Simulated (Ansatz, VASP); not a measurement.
**Two plane-wave programs on KBr**

```xyz
4
Lattice="5.6186 0.0000 0.0000 -2.8093 4.8658 0.0000 0.0000 0.0000 6.5538" Properties=species:S:1:pos:R:3 pbc="T T T"
K     0.0000    3.2439   -0.4096
K     2.8093    1.6219    2.8673
Br    0.0000    3.2439    2.8673
Br    2.8093    1.6219    6.1442
```

Alike in both runs: task single point; functional r2SCAN; k mesh 6 × 6 × 4; no spin polarisation.

```csv
,VASP,Ansatz
version,VASP 6.6.1,Ansatz 0.2.0
potentials or method,"VASP PAW PBE potentials, release 64 (K_sv, Br)","plane waves, PAW"
plane-wave cutoff (eV),520,500
occupations,"gaussian, width 0.01 eV",fixed
valence electrons in the cell,32,32
```

VASP gave:

| Quantity | Value |
| --- | --- |
| gap on the k mesh at the Fermi level (eV) | 4.77 |
| pressure (GPa) | 0.0 |

Problem. Which values does Ansatz return?

Solution. gap on the k mesh at the Fermi level (eV): 4.76; pressure (GPa): 0.0.

VASP's potentials were made for PBE, not for r2SCAN.
